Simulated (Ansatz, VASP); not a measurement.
**In in VASP and in Ansatz**

```
CELL_PARAMETERS angstrom
1.57875 -2.92257 0.00000
1.57875 2.92257 0.00000
0.00000 0.00000 3.03906
ATOMIC_POSITIONS crystal
In 0.00000 0.00000 0.00000
```

Alike in both runs: functional PBE; k mesh 8 × 8 × 4; occupations gaussian, width 0.1 eV; no spin polarisation.

Ansatz relaxed the structure, and its values are those at the end. VASP's run is a single point on that final structure, the one shown.

|  | VASP | Ansatz |
| --- | --- | --- |
| version | VASP 6.6.1 | Ansatz 0.2.0 |
| potentials or method | VASP PAW PBE potentials, release 64 (In_d), cutoff 520 eV | scalar-relativistic, plane waves, PAW |
| valence electrons in the cell | 13 | 13 |

```tsv
	VASP	Ansatz	Ansatz less VASP
gap on the k mesh at the Fermi level (eV)	none	none	-
pressure (GPa)	0.2	0.1	-0.06
```

A gap of «none» marks a metal or a gap that the smearing closes.

The k mesh is coarse, so the values compare programs but aren't converged.
